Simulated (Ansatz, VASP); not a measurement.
## Ga2SnSe4 in VASP and in Ansatz

```
Ga Sn Se
1.0
     3.73296    2.15523    3.91997
    -3.73296    2.15523    3.91997
     0.00000   -4.31046    3.91997
Ga Sn Se
2 1 4
Cartesian
  0.0000 0.0000 3.1441
  0.0000 0.0000 8.6158
  0.0000 0.0000 5.8800
  0.0000 -2.1552 1.9600
  1.8665 1.0776 1.9600
  -1.8665 1.0776 1.9600
  0.0000 0.0000 0.0000
```

Alike in both runs: functional PBE; k mesh 2 × 2 × 2; occupations gaussian, width 0.15 eV; no spin polarisation.

Ansatz relaxed the structure, and its values are those at the end. VASP's run is a single point on that final structure, the one shown.

|  | VASP | Ansatz |
| --- | --- | --- |
| version | VASP 6.6.1 | Ansatz 0.2.0 |
| potentials or method | VASP PAW PBE potentials, release 64 (Ga_d, Sn_d, Se), cutoff 500 eV | scalar-relativistic, plane waves, PAW |
| valence electrons in the cell | 64 | 104 |

Ansatz gave:

| Item | Value |
| --- | --- |
| gap on the k mesh at the Fermi level (eV) | none |
| pressure (GPa) | -0.3 |
| rms of the force components (eV/Å) | 0.011 |

What did VASP give for the same quantities?

gap on the k mesh at the Fermi level (eV): none; pressure (GPa): -0.2; rms of the force components (eV/Å): 0.006.

A gap of «none» marks a metal or a gap that the smearing closes. VASP's potentials hold 64 valence electrons a cell and Ansatz's 104, so a difference there can come from the potentials and not from the codes.

The k mesh is coarse, so the values compare programs but aren't converged.
